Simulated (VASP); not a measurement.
# Sn (Fd-3m) in VASP: notebook

Sn is run at these levels: PBE; tasks: single point.

Program: VASP 6.6.1. These are calculated values, not measurements. Logs are shortened: lines on timing, memory, paths and dates and some standing lists are left out, and cuts for length are marked.

## Step 1: The cell of the first run

The structure is cubic, space group Fd-3m (No. 227). The conventional cell has a = 14.684 Å, b = 14.684 Å, c = 14.684 Å, α = 90.00°, β = 90.00°, γ = 90.00°. Sn (site symmetry 3m) has 4 Sn at 2.68 to 3.07 Å within 3.5 Å.

The cell was built from a structure type or drawn by symmetry, and may not be a known phase.

## Step 2: Single point, PBE

File INCAR:

```
SYSTEM = Sn
PREC     = Accurate       ! precision mode
ENCUT    = 520            ! plane-wave cutoff, eV
EDIFF    = 1E-6           ! SCF threshold, eV
ISMEAR   = 0              ! smearing method
SIGMA    = 0.1            ! smearing width, eV
LREAL    = .False.        ! projectors in reciprocal space
LASPH    = .True.         ! aspherical terms in the spheres
NELM     = 100            ! most SCF steps
ALGO     = Fast           ! electronic algorithm
ISIF     = 2              ! what is computed and relaxed
LWAVE    = .False.        ! write WAVECAR
LCHARG   = .False.        ! write CHGCAR
GGA      = PE             ! functional
NBANDS   = 66             ! bands
```

File KPOINTS:

```
Automatic mesh
0
Gamma
  2 2 2
  0 0 0
```

File POSCAR:

```
Sn
1.0
    0.0000000000      7.3419482600      7.3419482600
    7.3419482600      0.0000000000      7.3419482600
    7.3419482600      7.3419482600      0.0000000000
Sn
8
Direct
    0.8062530200      0.0645823300      0.0645823300
    0.1854176700      0.1854176700      0.1854176700
    0.1854176700      0.1854176700      0.4437469800
    0.1854176700      0.4437469800      0.1854176700
    0.0645823300      0.8062530200      0.0645823300
    0.0645823300      0.0645823300      0.0645823300
    0.0645823300      0.0645823300      0.8062530200
    0.4437469800      0.1854176700      0.1854176700
```

Potentials or basis: VASP PAW PBE potentials, release 64 (Sn_d).

On the command line:

```console
cat potpaw_PBE.64/Sn_d/POTCAR > POTCAR
mpirun -np 1 vasp_std > vasp.out
```

OUTCAR:

```text
SYSTEM = Sn
   PREC = Accurate
   ENCUT = 520
   EDIFF = 1E-6
   ISMEAR = 0
   LREAL = .False.
   LASPH = .True.
   NELM = 100
   ISIF = 2
   GGA = PE

 ion  position               nearest neighbor table
   1  0.806  0.065  0.065-   5 2.68   6 2.68   7 2.68   8 3.07
   2  0.185  0.185  0.185-   3 2.68   4 2.68   8 2.68   6 3.07
   3  0.185  0.185  0.444-   2 2.68   4 2.68   8 2.68   7 3.07
   4  0.185  0.444  0.185-   2 2.68   3 2.68   8 2.68   5 3.07
   5  0.065  0.806  0.065-   1 2.68   6 2.68   7 2.68   4 3.07
   6  0.065  0.065  0.065-   1 2.68   5 2.68   7 2.68   2 3.07
   7  0.065  0.065  0.806-   1 2.68   5 2.68   6 2.68   3 3.07
   8  0.444  0.185  0.185-   2 2.68   3 2.68   4 2.68   1 3.07

  LATTYP: Found a face centered cubic cell.
 ALAT       =    14.6838965200

  Lattice vectors:

 A1 = (   0.0000000000,   7.3419482600,   7.3419482600)
 A2 = (   7.3419482600,   0.0000000000,   7.3419482600)
 A3 = (   7.3419482600,   7.3419482600,   0.0000000000)

Analysis of symmetry for initial positions (statically):
=====================================================================
 Subroutine PRICEL returns:
 Original cell was already a primitive cell.

 Routine SETGRP: Setting up the symmetry group for a
 face centered cubic supercell.

 Subroutine GETGRP returns: Found 48 space group operations
 (whereof 24 operations were pure point group operations)
 out of a pool of 48 trial point group operations.

The static configuration has the point symmetry T_d .
 The point group associated with its full space group is O_h .

Analysis of symmetry for dynamics (positions and initial velocities):
=====================================================================
 Subroutine PRICEL returns:
 Original cell was already a primitive cell.

 Routine SETGRP: Setting up the symmetry group for a
 face centered cubic supercell.

 Subroutine GETGRP returns: Found 48 space group operations
 (whereof 24 operations were pure point group operations)
 out of a pool of 48 trial point group operations.

The dynamic configuration has the point symmetry T_d .
 The point group associated with its full space group is O_h .

 Subroutine INISYM returns: Found 48 space group operations
 (whereof 24 operations are pure point group operations),
 and found     1 'primitive' translations
[... 80 lines left out ...]
   LNONCOLLINEAR =      F non collinear calculations
   LSORBIT =      F    spin-orbit coupling
   LASPH  =      T    aspherical Exc in radial PAW
   ENCUT  =  520.0 eV  38.22 Ry    6.18 a.u.  19.31 19.31 19.31*2*pi/ulx,y,z
   NELM   =    100;   NELMIN=  2; NELMDL= -5     # of ELM steps
   EDIFF  = 0.1E-05   stopping-criterion for ELM
   LREAL  =      F    real-space projection
[... 7 lines left out ...]
   TEBEG  =    0.0;   TEEND  =   0.0 temperature during run
   PSTRESS=    0.0 pullay stress
   NELECT =     112.0000    total number of electrons
   NUPDOWN=      -1.0000    fix difference up-down
   EMIN   =  10.00;   EMAX   =-10.00  energy-range for DOS
   EFERMI =   0.00;   METHOD = LEGACY
   ISMEAR =     0;   SIGMA  =   0.10  broadening in eV -4-tet -1-fermi 0-gaus
   EFERMI_NEDOS =   21; number of points for ismear=-14 and -15
   IALGO  =     68    algorithm
   IMIX   =      4    mixing-type and parameters
     AMIX     =   0.40;   BMIX     =  1.00
     AMIX_MAG =   1.60;   BMIX_MAG =  1.00
  volume/ion in A,a.u.               =      98.94       667.68
  Fermi-wavevector in a.u.,A,eV,Ry     =   0.853086  1.612099  9.901720  0.727756
  Thomas-Fermi vector in A             =   1.969474
   LORBIT       =      0    0 simple, 1 ext, 2 COOP (PROOUT), +10 PAW based schemes
   GGA     = PE    functional components
   LHFCALC =     F    Hartree Fock is set to
   AEXX    =    0.0000 exact exchange contribution
   IVDW    =     0    specifies the selected vdW correction
   LEPSILON=     F    determine dielectric tensor
   LRPA    =     F    only Hartree local field effects (RPA)
 non-spin polarized calculation
 RMM-DIIS sequential band-by-band and
 Gauss-broadening in eV      SIGMA  =   0.10
  energy-cutoff  :      520.00
  volume of cell :      791.52
 maximum number of plane-waves:     21331
 NGX is ok and might be reduce to    80
   NGX = 39   NGY = 39   NGZ = 39

 number of electron     112.0000015 magnetization

 Free energy of the ion-electron system (eV)
  ---------------------------------------------------
  ext. energy  EPLUGINS =         0.00000000
  ---------------------------------------------------
  free energy    TOTEN  =       -20.78559511 eV

  energy without entropy =      -20.72098457  energy(sigma->0) =      -20.75328984

 E-fermi :  -0.9409     XC(G=0):  -4.2331

 val. band max:       -0.9966108386   @ k =   0.5000   0.0000   0.0000
 cond. band min:      -0.8464209012   @ k =   0.5000   0.0000   0.0000
 fundamental gap:      0.1501899373
 Fermi energy:        -0.9409233263

 k-point     1 :       0.0000    0.0000    0.0000
  band No.  band energies     occupation
      1     -23.1354      2.00000
      2     -22.9847      2.00000
      3     -22.8318      2.00000
      4     -22.8318      2.00000
      5     -22.8318      2.00000
      6     -22.8110      2.00000
[... 196 lines left out ...]
     65       2.7240      0.00000
     66       2.7445      0.00000

------------------------ aborting loop because EDIFF is reached ----------------------------------------

  FORCE on cell =-STRESS in cart. coord.  units (eV):
  Direction    XX          YY          ZZ          XY          YZ          ZX
  --------------------------------------------------------------------------------------
  -------------------------------------------------------------------------------------
  Total       13.7995674     13.7995674     13.7995674     -0.0000000      0.0000000     -0.0000000
  in kB       27.9326473     27.9326473     27.9326473     -0.0000000      0.0000000     -0.0000000
  external PRESSURE =      27.9326473 kB  Pullay stress =       0.0000000 kB

 VOLUME and BASIS-vectors are now :
 -----------------------------------------------------------------------------
  energy-cutoff  :      520.00
  volume of cell :      791.52
      direct lattice vectors                 reciprocal lattice vectors
     0.000000000  7.341948260  7.341948260    -0.068101815  0.068101815  0.068101815
     7.341948260  0.000000000  7.341948260     0.068101815 -0.068101815  0.068101815
     7.341948260  7.341948260  0.000000000     0.068101815  0.068101815 -0.068101815

 POSITION                                       TOTAL-FORCE (eV/Angst)
 -----------------------------------------------------------------------------------
      0.94832      6.39363      6.39363         2.978520     -2.978520     -2.978520
      2.72265      2.72265      2.72265        -2.978520     -2.978520     -2.978520
      4.61929      4.61929      2.72265         2.978520      2.978520     -2.978520
      4.61929      2.72265      4.61929         2.978520     -2.978520      2.978520
      6.39363      0.94832      6.39363        -2.978520      2.978520     -2.978520
      0.94832      0.94832      0.94832         2.978520      2.978520      2.978520
      6.39363      6.39363      0.94832        -2.978520     -2.978520      2.978520
      2.72265      4.61929      4.61929        -2.978520      2.978520      2.978520
 -----------------------------------------------------------------------------------
    total drift:                                0.000105      0.000105      0.000116

  FREE ENERGIE OF THE ION-ELECTRON SYSTEM (eV)
  ---------------------------------------------------
  free  energy   TOTEN  =       -20.7855951147 eV

  energy  without entropy=      -20.7209845740  energy(sigma->0) =      -20.75328984
```

stdout:

```text
POSCAR found type information on POSCAR Sn
 POSCAR found :  1 types and       8 ions
 scaLAPACK will be used
 LDA part: xc-table for (Slater+PW92), standard interpolation
 POSCAR, INCAR and KPOINTS ok, starting setup
 FFT: planning ... GRIDC
 FFT: planning ... GRID_SOFT
 FFT: planning ... GRID
 WAVECAR not read
 entering main loop
```

Run time: 14 min. Hardware: 1 thread of Intel Xeon 8259CL, shared host; peak memory 0.96 GiB.

Results:

```yaml
Free_energy: -20.7856 eV
Pressure: 2.8 GPa
Largest_force: 5.159 eV/Å
Band_gap_on_the_k_mesh: zero (bands 56 and 57 overlap by 0.17 eV)
```

Forces in eV/Å, atoms in the order of the input:
```
Sn   2.979 -2.979 -2.979
Sn  -2.979 -2.979 -2.979
Sn   2.979  2.979 -2.979
Sn   2.979 -2.979  2.979
Sn  -2.979  2.979 -2.979
Sn   2.979  2.979  2.979
Sn  -2.979 -2.979  2.979
Sn  -2.979  2.979  2.979
```

Levels at points of the mesh, in eV from the Fermi level:
```tsv
k point	band 54	band 55	band 56	band 57	band 58	band 59
(0.00, 0.00, 0.00)	-0.88	-0.23	-0.23	-0.23	0.30	0.30
(0.50, 0.00, 0.00)	-0.73	-0.06	-0.06	0.09	0.09	0.34
(0.50, 0.50, 0.00)	-0.51	-0.44	-0.44	0.28	0.28	0.56
```

Caveat: the k points lie up to 0.37 Å⁻¹ apart; spin-orbit coupling is left out, which moves the levels of the heavy elements; forces of over 1 eV/Å act on the atoms, so gaps and moduli don't describe the material at rest.

## Step 3: Single point, PBE

This run uses another cell than the first one, of 106.58 Å³/atom.

File INCAR:

```
SYSTEM = Sn
PREC = Accurate ; ENCUT = 520
EDIFF = 1E-6 ; ISMEAR = 0
SIGMA = 0.1 ; LREAL = .FALSE.
LASPH = .TRUE. ; NELM = 100
ALGO = Fast ; ISIF = 2
LWAVE = .FALSE. ; LCHARG = .FALSE.
GGA = PE ; NBANDS = 66
```

File KPOINTS:

```
Automatic mesh
0
G
  2 2 2
  0 0 0
```

File POSCAR:

```
Sn
1.0
    0.0000000000      7.5262102043      7.5262102043
    7.5262102043      0.0000000000      7.5262102043
    7.5262102043      7.5262102043      0.0000000000
Sn
8
Direct
    0.7858746920      0.0713751027      0.0713751027
    0.1786248973      0.1786248973      0.1786248973
    0.1786248973      0.1786248973      0.4641253080
    0.1786248973      0.4641253080      0.1786248973
    0.0713751027      0.7858746920      0.0713751027
    0.0713751027      0.0713751027      0.0713751027
    0.0713751027      0.0713751027      0.7858746920
    0.4641253080      0.1786248973      0.1786248973
```

Potentials or basis: VASP PAW PBE potentials, release 64 (Sn_d).

On the command line:

```console
cat potpaw_PBE.64/Sn_d/POTCAR > POTCAR
mpirun -np 1 vasp_std > vasp.out
```

It took 12 min on 1 thread of Intel Xeon 8259CL, shared host; peak memory 1 GiB.

Results (log left out):

- Free energy: -24.3149 eV
- Pressure: 0.0 GPa
- Largest force: 0.040 eV/Å
- Band gap on the k mesh: zero (bands 56 and 57 overlap by 0.44 eV)

Forces on the atoms (eV/Å):
```
Sn   0.023 -0.023 -0.023
Sn  -0.023 -0.023 -0.023
Sn   0.023  0.023 -0.023
Sn   0.023 -0.023  0.023
Sn  -0.023  0.023 -0.023
Sn   0.023  0.023  0.023
Sn  -0.023 -0.023  0.023
Sn  -0.023  0.023  0.023
```

Levels at points of the mesh, in eV from the Fermi level:
```csv
k point,band 53,band 54,band 55,band 56,band 57,band 58,band 59,band 60
"(0.00, 0.00, 0.00)",-0.94,-0.94,-0.51,-0.51,-0.51,0.66,0.66,1.35
"(0.50, 0.00, 0.00)",-0.81,-0.81,-0.07,-0.07,0.13,0.13,0.57,0.86
"(0.50, 0.50, 0.00)",-0.51,-0.51,-0.45,-0.45,0.16,0.16,0.92,0.92
```

Caveat: the k points lie up to 0.36 Å⁻¹ apart; spin-orbit coupling is left out, which moves the levels of the heavy elements.
